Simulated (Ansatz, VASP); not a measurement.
**One calculation of SiC, two programs**

The input INCAR:

```
SYSTEM = SiC
PREC = Accurate
ENCUT = 600
EDIFF = 1E-7
ISMEAR = 0
SIGMA = 0.02
LREAL = .FALSE.
LASPH = .TRUE.
NELM = 100
ALGO = Normal
ISIF = 3
LWAVE = .FALSE.
LCHARG = .FALSE.
GGA = PE
IBRION = 2
NSW = 100
EDIFFG = -0.005
```

The input KPOINTS:

```
regular mesh
0
G
  12 12 2
  0 0 0
```

POSCAR

```
SiC
1.0
    3.0766210100      0.0000000000      0.0000000000
   -1.5383105100      2.6644319500      0.0000000000
    0.0000000000      0.0000000000     15.0980843200
Si C
6 6
Direct
    0.3333333300      0.6666666700      0.8329861500
    0.6666666700      0.3333333300      0.3329861500
    0.6666666700      0.3333333300      0.6665006000
    0.3333333300      0.6666666700      0.1665006000
    0.0000000000      0.0000000000      0.4997294200
    0.0000000000      0.0000000000      0.9997294200
    0.0000000000      0.0000000000      0.8743664100
    0.0000000000      0.0000000000      0.3743664100
    0.3333333300      0.6666666700      0.7079967800
    0.6666666700      0.3333333300      0.2079967800
    0.6666666700      0.3333333300      0.5415216400
    0.3333333300      0.6666666700      0.0415216400
```

Input for Ansatz:

```yaml
crystal:
  lattice:
    - [3.07662101, 0.0, 0.0]
    - [-1.53831051, 2.66443195, 0.0]
    - [0.0, 0.0, 15.09808432]
  atoms:
    - { symbol: Si, position: [0.33333333, 0.66666667, 0.83298615] }
    - { symbol: Si, position: [0.66666667, 0.33333333, 0.33298615] }
    - { symbol: Si, position: [0.66666667, 0.33333333, 0.6665006] }
    - { symbol: Si, position: [0.33333333, 0.66666667, 0.1665006] }
    - { symbol: Si, position: [0.0, 0.0, 0.49972942] }
    - { symbol: Si, position: [0.0, 0.0, 0.99972942] }
    - { symbol: C, position: [0.0, 0.0, 0.87436641] }
    - { symbol: C, position: [0.0, 0.0, 0.37436641] }
    - { symbol: C, position: [0.33333333, 0.66666667, 0.70799678] }
    - { symbol: C, position: [0.66666667, 0.33333333, 0.20799678] }
    - { symbol: C, position: [0.66666667, 0.33333333, 0.54152164] }
    - { symbol: C, position: [0.33333333, 0.66666667, 0.04152164] }
basis:
  ecutwfc: 420
kpoints:
  mp_grid: { grid: [12, 12, 2] }
hamiltonian:
  xc: pbe
scf:
  occupations: { method: gaussian, width: 0.02 }
output:
  forces: true
  stress: true
  eigenvalues: true
relax:
  adjacent_minimum: "off"
  f_tol: 0.005
  max_steps: 80
  cell: { stress_tol: 0.05 }
```

Alike in both runs: task relaxation of cell and atoms; functional PBE; k mesh 12 × 12 × 2; occupations gaussian, width 0.02 eV; no spin polarisation.

|  | VASP | Ansatz |
| --- | --- | --- |
| version | VASP 6.6.1 | Ansatz 0.2.0 |
| potentials or method | VASP PAW PBE potentials, release 64 (Si, C), cutoff 600 eV | scalar-relativistic, plane waves, PAW |
| valence electrons in the cell | 48 | 48 |

VASP gave:

```
gap on the k mesh at the Fermi level, each at its own relaxed structure (eV) : 2.03
relaxed volume (Å³/atom)                                                     : 10.49
relaxed length of the cell vector where the two differ most in proportion (Å)              : 3.094
```

Question: What did Ansatz give for the same quantities?

Answer: gap on the k mesh at the Fermi level, each at its own relaxed structure (eV): 2.03; relaxed volume (Å³/atom): 10.50; relaxed length of the cell vector where the two differ most in proportion (Å): 3.095.
